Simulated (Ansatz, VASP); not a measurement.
InSb in VASP and in Ansatz

```xyz
2
Lattice="0.0000 3.3017 3.3017 3.3017 0.0000 3.3017 3.3017 3.3017 0.0000" Properties=species:S:1:pos:R:3 pbc="T T T"
In    0.0000    0.0000    0.0000
Sb    1.6508    1.6508    1.6508
```

Alike in both runs: task relaxation of cell and atoms; functional PBE; k mesh 12 × 12 × 12; occupations gaussian, width 0.1 eV; no spin polarisation.

```csv
,VASP,Ansatz
version,VASP 6.6.1,Ansatz 0.2.0
potentials or method,"VASP PAW PBE potentials, release 64 (In_d, Sb), cutoff 600 eV","scalar-relativistic, plane waves, PAW"
valence electrons in the cell,18,28
```

```tsv
	VASP	Ansatz	Ansatz less VASP
gap on the k mesh at the Fermi level, each at its own relaxed structure (eV)	none	none	-
relaxed volume (Å³/atom)	36.50	36.52	+0.017
relaxed cell length with the largest relative difference (Å)	4.691	4.692	+0.0007
```

A gap of «none» marks a metal or a gap that the smearing closes. VASP's potentials hold 18 valence electrons a cell and Ansatz's 28, so a difference there can come from the potentials and not from the codes.

Neither program's run includes spin-orbit coupling.
